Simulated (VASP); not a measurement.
Input of a VASP 6.6.1 run:

Contents of INCAR:

```
SYSTEM = Ga
PREC = Accurate
ENCUT = 520
EDIFF = 1E-6
ISMEAR = 0
SIGMA = 0.15
LREAL = .False.
LASPH = .True.
NELM = 100
ALGO = Fast
ISIF = 2
LWAVE = .False.
LCHARG = .False.
GGA = PS
NBANDS = 20
```

File KPOINTS:

```
Automatic mesh
0
Gamma
  18 18 16
  0 0 0
```

Contents of POSCAR:

```
Ga
1.0
    1.4500000000     -4.0650000000      0.0036250000
    1.4500000000      4.0650000000      0.0036250000
    0.0079250000      0.0000000000      3.1700000000
Ga
2
Direct
    0.8670000000      0.1330000000      0.2500000000
    0.1330000000      0.8670000000      0.7500000000
```

Potentials or basis: VASP PAW PBE potentials, release 64 (Ga_d).

Launch:

```sh
$ cat potpaw_PBE.64/Ga_d/POTCAR > POTCAR
$ mpirun -np 1 vasp_std > vasp.out
```

(1) Estimate the largest force.

(2) Predict the band gap on the k mesh.

(3) Predict the pressure.

Results:

(1) 0.200 eV/Å.

(2) zero (bands 13 and 14 overlap by 9.37 eV).

(3) -1.9 GPa.

Caveat: the cell differs from its parent crystal (strain +0.0050 x Voigt [0, 0, 0, 0, 1, 0]); the PAW data sets were made with another functional, which shifts forces and pressure a little.
